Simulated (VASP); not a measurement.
Input of a VASP 6.6.1 run:

Contents of INCAR:

```
SYSTEM = ZnSe5
ALGO     = Normal         ! electronic algorithm
EDIFF    = 1E-6           ! SCF threshold, eV
ENCUT    = 520            ! plane-wave cutoff, eV
GGA      = PE             ! functional
ISIF     = 2              ! what is computed and relaxed
ISMEAR   = 0              ! smearing method
LASPH    = .TRUE.         ! aspherical terms in the spheres
LCHARG   = .FALSE.        ! write CHGCAR
LREAL    = .FALSE.        ! projectors in reciprocal space
LWAVE    = .FALSE.        ! write WAVECAR
NBANDS   = 30             ! bands
NELM     = 80             ! most SCF steps
PREC     = Accurate       ! precision mode
SIGMA    = 0.1            ! smearing width, eV
```

The input KPOINTS:

```
k-points
0
G
  3 3 4
  0 0 0
```

Contents of POSCAR:

```
ZnSe5
1.0
    6.4984399507      0.0000000028      0.0000000000
   -3.2492199778      5.6278140809      0.0000000000
    0.0000000000      0.0000000000      3.5910674054
Zn Se
1 5
Direct
    0.0000000000      0.0000000000      0.5000000000
    0.6885760990      0.0000000000      0.0000000000
    0.6666666667      0.3333333333      0.5000000000
    0.3114239010      0.3114239010      0.0000000000
    0.3333333333      0.6666666667      0.5000000000
    0.0000000000      0.6885760990      0.0000000000
```

Potentials or basis: VASP PAW PBE potentials, release 64 (Zn, Se).

Command:

```bash
$ cat potpaw_PBE.64/Zn/POTCAR potpaw_PBE.64/Se/POTCAR > POTCAR
$ mpirun -np 1 vasp_std > vasp.out
```

**Question.** Estimate the pressure.

**Answer.** -0.1 GPa.

**Question.** Predict the band gap on the k mesh.

**Answer.** Zero (band 21 reaches 4.93 eV, above the bottom of band 22 at 3.19 eV).

**Question.** What does it give for the largest force?

**Answer.** 0.005 eV/Å.

Forces in eV/Å, atoms in the order of the input:
```
Zn   0.000  0.000  0.000
Se   0.005  0.000  0.000
Se   0.000  0.000  0.000
Se  -0.003 -0.005  0.000
Se   0.000  0.000  0.000
Se  -0.003  0.005  0.000
```

Caveat: the k points lie up to 0.44 Å⁻¹ apart.
